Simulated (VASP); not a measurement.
**GeSe: single point with PBEsol**

The system is GeSe.

```
CELL_PARAMETERS angstrom
10.71400 0.00000 0.00000
0.00000 3.85383 0.00000
0.00000 0.00000 4.26171
ATOMIC_POSITIONS crystal
Ge 0.38075 0.75000 0.60630
Ge 0.11925 0.25000 0.10630
Ge 0.88075 0.75000 0.89370
Ge 0.61925 0.25000 0.39370
Se 0.14423 0.75000 0.50612
Se 0.35577 0.25000 0.00612
Se 0.64423 0.75000 0.99388
Se 0.85577 0.25000 0.49388
```

```json
{
 "Program": "VASP 6.6.1",
 "Task": "single point",
 "Functional": "PBEsol",
 "Potentials or basis": "VASP PAW PBE potentials, release 64 (Ge_d, Se)",
 "Cutoff": "500 eV",
 "k mesh": "4 × 8 × 6",
 "Occupations": "gaussian, width 0.02 eV",
 "Spin": "no spin polarisation"
}
```

- Pressure: 0.1 GPa
- Largest force: 0.017 eV/Å
- Band gap on the k mesh: 0.37 eV (least direct gap 0.75 eV)

Forces in eV/Å, atoms in the order of the input:
```
Ge   0.011  0.000 -0.012
Ge  -0.011  0.000 -0.012
Ge   0.011  0.000  0.012
Ge  -0.011  0.000  0.012
Se  -0.012  0.000  0.012
Se   0.012  0.000  0.012
Se  -0.012  0.000 -0.012
Se   0.012  0.000 -0.012
```

Levels at points of the mesh, in eV from the valence-band top:
```csv
k point,band 38,band 39,band 40,band 41,band 42,band 43
"(0.00, 0.00, 0.00)",-1.30,-0.95,-0.38,0.37,2.62,2.62
"(0.50, 0.00, 0.00)",-1.93,-0.56,-0.56,2.20,2.20,2.41
"(0.00, 0.50, 0.00)",-1.39,-1.24,-1.24,0.93,0.93,1.10
"(0.50, 0.50, 0.00)",-1.58,-1.58,-1.58,1.36,1.36,1.36
"(0.00, 0.00, 0.50)",-1.10,-0.50,-0.50,1.04,1.04,1.63
"(0.50, 0.00, 0.50)",-0.66,-0.63,-0.63,1.07,1.07,1.72
"(0.00, 0.50, 0.50)",-2.55,-1.75,-1.75,2.72,2.72,3.24
"(0.50, 0.50, 0.50)",-1.68,-1.68,-1.68,2.32,2.32,2.32
```

It took 7.2 min on 1 thread of Intel(R) Xeon(R) Platinum 8259CL CPU @ 2.50GHz (Skylake/Cascade Lake) (shared host), peak memory 0.5 GiB.

Caveat: the PAW data sets were made with another functional, which shifts forces and pressure a little. A k mesh can miss the band edges.
